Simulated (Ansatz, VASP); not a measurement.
# CdS: VASP beside Ansatz

```
CELL_PARAMETERS angstrom
0.00000 3.00067 3.00067
3.00067 0.00000 3.00067
3.00067 3.00067 0.00000
ATOMIC_POSITIONS crystal
Cd 0.00000 0.00000 0.00000
S 0.75000 0.75000 0.75000
```

Change from the starting cell: volume scaled by 1.06, crystal datasets.

Alike in both runs: task electric field gradients; functional PBE; k mesh 7 × 7 × 7; occupations fermi-dirac, width 0.02 eV; no spin polarisation.

```csv
,VASP,Ansatz
version,VASP 6.6.1,Ansatz 0.2.0
potentials or method,"VASP PAW PBE potentials, release 64 (Cd, S), cutoff 520 eV","all-electron PAW with datasets made for the crystal, scalar-relativistic"
```

```csv
,VASP,Ansatz,Ansatz less VASP
gap on the k mesh at the Fermi level (eV),0.96,0.96,0.000
pressure (GPa),-1.6,-1.8,-0.22
```

Ansatz ran all-electron here, and VASP with PAW potentials.
